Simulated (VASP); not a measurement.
Write the native input for VASP 6.6.1 that does the following.

| Item | Value |
| --- | --- |
| Task | electric field gradients |
| Functional | LDA |
| Potentials or basis | VASP PAW LDA potentials, release 64 (Si) |
| Cutoff | 520 eV |
| k mesh | 16 × 16 × 16 |
| Occupations | fermi-dirac, width 0.05 eV |
| Spin | no spin polarisation |
| Dipole correction | no |
| Further INCAR settings | ALGO = Normal; EDIFF = 1e-08; NBANDS = 11 |

The structure of Si lies in POSCAR:

```
Si
1.0
   -2.2874350000      2.3782600000      1.2738250000
    2.2619350000     -2.4037600000      1.2761750000
    2.2400650000      2.3587400000     -1.3211950000
Si
2
Direct
    0.8070000000      0.5570000000      0.2500000000
    0.1930000000      0.4430000000      0.7500000000
```

This cell differs from its parent crystal: equal xy, yz and zx shear strains of -2 %.

One way to write it, as run:

INCAR

```
PREC = Accurate
ENCUT = 520
EDIFF = 1E-8
ISMEAR = -1
SIGMA = 0.05
LREAL = False
LASPH = True
NELM = 80
ALGO = Normal
ISIF = 2
LWAVE = False
LCHARG = False
GGA = CA
LEFG = True
NBANDS = 11
```

KPOINTS

```
Automatic mesh
0
Gamma
  16 16 16
```

Potentials or basis: VASP PAW LDA potentials, release 64 (Si).

Launch:

```console
$ cat potpaw_LDA.64/Si/POTCAR > POTCAR
$ mpirun -np 1 vasp_std > vasp.out
```

Results of the run:

```
Pressure                                : 11.0 GPa
Largest force                           : 0.062 eV/Å
Band gap on the k mesh                  : zero (bands 4 and 5 overlap by 7.46 eV)
Largest electric field gradient by atom : Si -26.5 V/Å²
```

Caveat: the cell differs from its parent crystal (equal xy, yz and zx shear strains of -2 %); the cell stands under pressure; without QUAD_EFG the Cq values of the log hold for a quadrupole moment of 1 mb, not for the nuclei.

It took 10 min on 1 thread of Intel(R) Xeon(R) Platinum 8259CL CPU @ 2.50GHz (Skylake/Cascade Lake), on a shared host, peak memory 0.54 GiB.
